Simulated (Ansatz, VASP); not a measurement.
## SnSe in VASP and in Ansatz

File POSCAR:

```
SnSe
1.0
    0.0000000000      2.9848894956      2.9848894956
    2.9848894956      0.0000000000      2.9848894956
    2.9848894956      2.9848894956      0.0000000000
Sn Se
1 1
Direct
    0.0000000000      0.0000000000      0.0000000000
    0.5000000000      0.5000000000      0.5000000000
```

The input INCAR.step1:

```
PREC = Accurate
ENCUT = 520
ISMEAR = 0
SIGMA = 0.01
LREAL = False
LASPH = True
NELM = 100
NBANDS = 17
GGA = PE
ALGO = Normal
EDIFF = 1E-4
LWAVE = True
LCHARG = False
```

File INCAR.step2:

```
PREC = Accurate
ENCUT = 520
EDIFF = 1E-6
ISMEAR = 0
SIGMA = 0.01
LREAL = False
LASPH = True
NELM = 100
ALGO = Normal
ISIF = 2
LWAVE = False
LCHARG = True
METAGGA = R2SCAN
LMIXTAU = True
LELF = True
LVHAR = True
NBANDS = 17
ISTART = 1
```

The input KPOINTS:

```
Automatic mesh
0
Gamma
  6 6 6
```

Input for Ansatz:

```yaml
crystal:
  lattice:
    - [0.0, 2.9848894956, 2.9848894956]
    - [2.9848894956, 0.0, 2.9848894956]
    - [2.9848894956, 2.9848894956, 0.0]
  atoms:
    - { symbol: Sn, position: [0.0, 0.0, 0.0] }
    - { symbol: Se, position: [0.5, 0.5, 0.5] }
kpoints:
  mp_grid: { grid: [6, 6, 6] }
hamiltonian:
  xc: r2scan
scf:
  occupations: { method: fixed }
output:
  optics:
    e_range: [0, 12]
    de: 0.05
    sigma: 0.1
    bands: { spectra_wanted_up_to: 12 }
```

Alike in both runs: task single point; functional r2SCAN; k mesh 6 × 6 × 6; no spin polarisation.

|  | VASP | Ansatz |
| --- | --- | --- |
| version | VASP 6.6.1 | Ansatz 0.2.0 |
| potentials or method | VASP PAW PBE potentials, release 64 (Sn_d, Se) | plane waves, PAW |
| plane-wave cutoff (eV) | 520 | 500 |
| occupations | gaussian, width 0.01 eV | fixed |
| valence electrons in the cell | 20 | 30 |

|  | VASP | Ansatz | Ansatz less VASP |
| --- | --- | --- | --- |
| gap on the k mesh at the Fermi level (eV) | 0.57 | 0.57 | 0.000 |

VASP's potentials were made for PBE, not for r2SCAN. VASP's potentials hold 20 valence electrons a cell and Ansatz's 30, so a difference there can come from the potentials and not from the codes.
